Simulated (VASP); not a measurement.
Wanted: the native input for a VASP 6.6.1 run.

| Property | Result |
| --- | --- |
| Task | single point |
| Functional | BLYP |
| Dispersion | D3(BJ) |
| Potentials or basis | VASP PAW PBE potentials, release 64 (Cu) |
| Cutoff | 520 eV |
| k mesh | 14 × 14 × 13 |
| Occupations | methfessel-paxton, width 0.1 eV |
| Spin | no spin polarisation |
| Dipole correction | no |
| Further INCAR settings | ALGO = Normal; EDIFF = 1e-06; NBANDS = 18 |

The structure of Cu lies in POSCAR:

```
Cu
1.0
    1.2085451468     -3.9326515786      0.0000000000
    1.2085451468      3.9326515786      0.0000000000
    0.0000000000      0.0000000000      2.4636210043
Cu
2
Direct
    0.1330249944      0.8669750056      0.2500000000
    0.8669750056      0.1330249944      0.7500000000
```

The input as run:

INCAR

```
SYSTEM = Cu
  PREC = Accurate
  ENCUT = 520
  EDIFF = 1E-6
  ISMEAR = 1
  SIGMA = 0.1
  LREAL = .False.
  LASPH = .True.
  NELM = 100
  ALGO = Normal
  ISIF = 2
  LWAVE = .False.
  LCHARG = .False.
  GGA = B5
  ALDAX = 1.0
  AGGAX = 1.0
  AGGAC = 1.0
  ALDAC = 0.0
  IVDW = 12
  VDW_S6 = 1.0
  VDW_S8 = 2.6996
  VDW_A1 = 0.4298
  VDW_A2 = 4.2359
  NBANDS = 18
```

KPOINTS

```
regular mesh
0
Gamma
  14 14 13
  0 0 0
```

Potentials or basis: VASP PAW PBE potentials, release 64 (Cu).

Run with:

```bash
$ cat potpaw_PBE.64/Cu/POTCAR > POTCAR
$ mpirun -np 1 vasp_std > vasp.out
```

It gave:

```
Pressure                   : 0.6 GPa
Band gap on the k mesh     : zero (band 11 reaches 11.95 eV, above the bottom of band 12 at 6.43 eV)
Dispersion energy per atom : -1.332 eV
```

Caveat: the PAW data sets were made with another functional, which shifts forces and pressure a little; pairwise dispersion overbinds metals, which lowers pressure and volume.

It took 53 s on 1 thread of Intel(R) Xeon(R) 6975P-C (Granite Rapids) (shared host), peak memory 0.27 GiB.
